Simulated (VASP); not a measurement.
## Ti: single point with PBE

The system is Ti.

```
Ti
1.0
    -1.65157    1.65157    1.65157
     1.65157   -1.65157    1.65157
     1.65157    1.65157   -1.65157
Ti
1
Direct
  0.00000 0.00000 0.00000
```

This cell differs from its parent crystal: volume scaled by 1.04.

```
Program             : VASP 6.6.1
Task                : single point
Functional          : PBE
Potentials or basis : VASP PAW PBE potentials, release 64 (Ti_sv)
Cutoff              : 520 eV
k mesh              : 15 × 15 × 15
Occupations         : fermi-dirac, width 0.1 eV
Spin                : no spin polarisation
```

```
Pressure               : -4.1 GPa
Band gap on the k mesh : zero (band 6 reaches 8.67 eV, above the bottom of band 7 at 7.08 eV)
```

Levels at points of the mesh, in eV from the Fermi level:
| k point | band 3 | band 4 | band 5 | band 6 | band 7 | band 8 | band 9 | band 10 |
| --- | --- | --- | --- | --- | --- | --- | --- | --- |
| (0.00, 0.00, 0.00) | -32.50 | -32.50 | -5.87 | 0.95 | 0.95 | 0.95 | 2.63 | 2.63 |

It took 30 s on 1 thread of Intel Xeon 6975P-C (shared host), peak memory 0.15 GiB.
